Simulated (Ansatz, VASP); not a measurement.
## Fe2Ge: VASP beside Ansatz

```xyz
6
Lattice="4.0549 0.0000 0.0000 -2.0275 3.5117 0.0000 0.0000 0.0000 4.9149" Properties=species:S:1:pos:R:3 pbc="T T T"
Fe    0.0000    0.0000    0.0000
Fe    0.0000    0.0000    2.4574
Fe    2.0275    1.1706    3.6862
Fe    0.0000    2.3411    1.2287
Ge    2.0275    1.1706    1.2287
Ge    0.0000    2.3411    3.6862
```

Alike in both runs: functional PBEsol; k mesh 7 × 7 × 5; occupations fermi-dirac, width 0.15 eV; collinear spin.

Ansatz relaxed the structure, and its values are those at the end. VASP's run is a single point on that final structure, the one shown.

|  | VASP | Ansatz |
| --- | --- | --- |
| version | VASP 6.6.1 | Ansatz 0.2.0 |
| potentials or method | VASP PAW PBE potentials, release 64 (Fe, Ge_d), cutoff 520 eV | plane waves, PAW |
| valence electrons in the cell | 60 | 92 |

VASP gave:

| Property | Result |
| --- | --- |
| pressure (GPa) | 0.4 |
| net moment per atom (μB) | 1.13 |
| size of the moment on the site where the two differ most (μB) | 0.07 |

Which values does Ansatz return?

Pressure (GPa): 0.0; net moment per atom (μB): 1.12; size of the moment on the site where the two differ most (μB): 0.05.

VASP's potentials were made for PBE, not for PBEsol. Site moments also hang on the region over which each program counts them. VASP's potentials hold 60 valence electrons a cell and Ansatz's 92, so a difference there can come from the potentials and not from the codes.
